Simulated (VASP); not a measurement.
# Al (a cell with a defect) in VASP: single point with PBE

Aim: the single point of Al (a cell with a defect) with PBE.

All numbers are computed with VASP 6.6.1; they aren't measurements. Logs are shortened: lines on timing, memory, paths and dates and some standing lists are left out, and cuts for length are marked.

**1. The cell of the first run**

The cell holds a defect, 3 atoms: a = 4.050 Å, b = 4.050 Å, c = 4.050 Å, α = 90.00°, β = 90.00°, γ = 90.00°.

**2. Single point, PBE**

INCAR reads:

```
PREC     = Accurate       # precision mode
ENCUT    = 400            # plane-wave cutoff, eV
EDIFF    = 1E-6           # SCF threshold, eV
ISMEAR   = 0              # smearing method
SIGMA    = 0.05           # smearing width, eV
LREAL    = F              # projectors in reciprocal space
LASPH    = T              # aspherical terms in the spheres
NELM     = 120            # most SCF steps
ALGO     = Normal         # electronic algorithm
ISIF     = 2              # what is computed and relaxed
LWAVE    = F              # write WAVECAR
LCHARG   = F              # write CHGCAR
GGA      = PE             # functional
NBANDS   = 12             # bands
GGA_COMPAT= F
```

KPOINTS reads:

```
Automatic mesh
0
Gamma
  4 4 4
```

POSCAR reads:

```
Al
1.0
    4.0500000000      0.0000000000      0.0000000000
    0.0000000000      4.0500000000      0.0000000000
    0.0000000000      0.0000000000      4.0500000000
Al
3
Direct
    0.2500000000      0.2500000000      0.0000000000
    0.5308967901     -0.0308967901      0.5000000000
   -0.0308967901      0.5308967901      0.5000000000
```

Potentials or basis: VASP PAW PBE potentials, release 64 (Al).

Launch:

```console
$ cat potpaw_PBE.64/Al/POTCAR > POTCAR
$ mpirun -np 1 vasp_std > vasp.out
```

OUTCAR:

```text
PREC = Accurate
   ENCUT = 400
   EDIFF = 1E-6
   ISMEAR = 0
   LREAL = F
   LASPH = T
   NELM = 120
   ISIF = 2
   GGA = PE

 ion  position               nearest neighbor table
   1  0.250  0.250  0.000-   2 2.59   3 2.59   2 2.59   3 2.59
   2  0.531  0.969  0.500-   3 2.51   1 2.59   1 2.59   3 2.89   3 2.89   3 3.22
   3  0.969  0.531  0.500-   2 2.51   1 2.59   1 2.59   2 2.89   2 2.89   2 3.22

  LATTYP: Found a simple cubic cell.
 ALAT       =     4.0500000000

  Lattice vectors:

 A1 = (   4.0500000000,   0.0000000000,   0.0000000000)
 A2 = (   0.0000000000,   4.0500000000,   0.0000000000)
 A3 = (   0.0000000000,   0.0000000000,   4.0500000000)

Analysis of symmetry for initial positions (statically):
=====================================================================
 Subroutine PRICEL returns:
 Original cell was already a primitive cell.

 Routine SETGRP: Setting up the symmetry group for a
 simple cubic supercell.

 Subroutine GETGRP returns: Found  8 space group operations
 (whereof  4 operations were pure point group operations)
 out of a pool of 48 trial point group operations.

The static configuration has the point symmetry C_2v.
 The point group associated with its full space group is D_2h.

Analysis of symmetry for dynamics (positions and initial velocities):
=====================================================================
 Subroutine PRICEL returns:
 Original cell was already a primitive cell.

 Routine SETGRP: Setting up the symmetry group for a
 simple cubic supercell.

 Subroutine GETGRP returns: Found  8 space group operations
 (whereof  4 operations were pure point group operations)
 out of a pool of 48 trial point group operations.

The dynamic configuration has the point symmetry C_2v.
 The point group associated with its full space group is D_2h.

 Subroutine INISYM returns: Found  8 space group operations
 (whereof  4 operations are pure point group operations),
 and found     1 'primitive' translations

----------------------------------------------------------------------------------------

                                     Primitive cell

  volume of cell :      66.4301

  direct lattice vectors                    reciprocal lattice vectors
     4.050000000  0.000000000  0.000000000     0.246913580  0.000000000  0.000000000
     0.000000000  4.050000000  0.000000000     0.000000000  0.246913580  0.000000000
     0.000000000  0.000000000  4.050000000     0.000000000  0.000000000  0.246913580

  length of vectors
     4.050000000  4.050000000  4.050000000     0.246913580  0.246913580  0.246913580

  position of ions in fractional coordinates (direct lattice)
[... 91 lines left out ...]
   EFERMI =   0.00;   METHOD = LEGACY
   ISMEAR =     0;   SIGMA  =   0.05  broadening in eV -4-tet -1-fermi 0-gaus
   EFERMI_NEDOS =   21; number of points for ismear=-14 and -15
   IALGO  =     38    algorithm
   IMIX   =      4    mixing-type and parameters
     AMIX     =   0.40;   BMIX     =  1.00
     AMIX_MAG =   1.60;   BMIX_MAG =  1.00
  volume/ion in A,a.u.               =      22.14       149.43
  Fermi-wavevector in a.u.,A,eV,Ry     =   0.840815  1.588911  9.618918  0.706970
  Thomas-Fermi vector in A             =   1.955259
   LORBIT       =      0    0 simple, 1 ext, 2 COOP (PROOUT), +10 PAW based schemes
   GGA     = PE    functional components
   LHFCALC =     F    Hartree Fock is set to
   AEXX    =    0.0000 exact exchange contribution
   IVDW    =     0    specifies the selected vdW correction
   LEPSILON=     F    determine dielectric tensor
   LRPA    =     F    only Hartree local field effects (RPA)
 non-spin polarized calculation
 Gauss-broadening in eV      SIGMA  =   0.05
  energy-cutoff  :      400.00
  volume of cell :       66.43
 maximum number of plane-waves:      1228
 NGX is ok and might be reduce to    28
   NGX = 13   NGY = 13   NGZ = 13

 number of electron       9.0000000 magnetization

 Free energy of the ion-electron system (eV)
  ---------------------------------------------------
  ext. energy  EPLUGINS =         0.00000000
  ---------------------------------------------------
  free energy    TOTEN  =        -9.67481371 eV

  energy without entropy =       -9.67322496  energy(sigma->0) =       -9.67401933

 E-fermi :   5.0032     XC(G=0):  -8.9934

 val. band max:        4.8826751691   @ k =   0.0000   0.2500   0.2500
 cond. band min:       5.0300715045   @ k =  -0.2500   0.2500   0.2500
 fundamental gap:      0.1473963354
 Fermi energy:         5.0031605364

 k-point     1 :       0.0000    0.0000    0.0000
  band No.  band energies     occupation
      1      -4.3314      2.00000
      2       3.2356      2.00000
      3       3.6769      2.00000
      4       3.7844      2.00000
      5       4.7644      2.00000
      6       5.8547      0.00000
      7       5.9727      0.00000
      8      10.2336      0.00000
      9      11.5540      0.00000
     10      11.8044      0.00000
     11      12.0948      0.00000
     12      12.9006      0.00000
[... 286 lines left out ...]
 k-point    21 :       0.5000    0.5000    0.5000
  band No.  band energies     occupation
      1       0.7842      2.00000
      2       1.1408      2.00000
      3       1.5760      2.00000
      4       1.8174      2.00000
      5       2.3986      2.00000
      6       2.7689      2.00000
      7       4.2826      2.00000
      8       5.3259      0.00000
      9      15.3590      0.00000
     10      16.7576      0.00000
     11      17.1416      0.00000
     12      17.2499      0.00000

------------------------ aborting loop because EDIFF is reached ----------------------------------------

  FORCE on cell =-STRESS in cart. coord.  units (eV):
  Direction    XX          YY          ZZ          XY          YZ          ZX
  --------------------------------------------------------------------------------------
  -------------------------------------------------------------------------------------
  Total       -0.2363982     -0.2363982      2.4233528     -2.2968365      0.0000000      0.0000000
  in kB       -5.7015081     -5.7015081     58.4469908    -55.3956403      0.0000000      0.0000000
  external PRESSURE =      15.6813248 kB  Pullay stress =       0.0000000 kB

 VOLUME and BASIS-vectors are now :
 -----------------------------------------------------------------------------
  energy-cutoff  :      400.00
  volume of cell :       66.43
      direct lattice vectors                 reciprocal lattice vectors
     4.050000000  0.000000000  0.000000000     0.246913580  0.000000000  0.000000000
     0.000000000  4.050000000  0.000000000     0.000000000  0.246913580  0.000000000
     0.000000000  0.000000000  4.050000000     0.000000000  0.000000000  0.246913580

 POSITION                                       TOTAL-FORCE (eV/Angst)
 -----------------------------------------------------------------------------------
      1.01250      1.01250      0.00000        -0.000000     -0.000000      0.000000
      2.15013      3.92487      2.02500        -0.049357      0.049357      0.000000
      3.92487      2.15013      2.02500         0.049357     -0.049357      0.000000
 -----------------------------------------------------------------------------------
    total drift:                                0.000000      0.000000     -0.000000

  FREE ENERGIE OF THE ION-ELECTRON SYSTEM (eV)
  ---------------------------------------------------
  free  energy   TOTEN  =        -9.6748137056 eV

  energy  without entropy=       -9.6732249570  energy(sigma->0) =       -9.67401933
```

stdout:

```text
POSCAR found type information on POSCAR Al
 POSCAR found :  1 types and       3 ions
 scaLAPACK will be used
 LDA part: xc-table for (Slater+PW92), standard interpolation
 POSCAR, INCAR and KPOINTS ok, starting setup
 FFT: planning ... GRIDC
 FFT: planning ... GRID_SOFT
 FFT: planning ... GRID
 WAVECAR not read
 entering main loop
```

Wall time 12 s (1 thread of Intel Xeon Platinum 8375C at 2.90GHz (Ice Lake), shared host); peak memory 0.15 GiB.

Results:

```yaml
Free_energy: -9.6748 eV
Pressure: 1.6 GPa
Largest_force: 0.070 eV/Å
```

Forces in eV/Å, atoms in the order of the input:
```
Al   0.000  0.000  0.000
Al  -0.049  0.049  0.000
Al   0.049 -0.049  0.000
```

Caveat: the k points lie up to 0.39 Å⁻¹ apart.
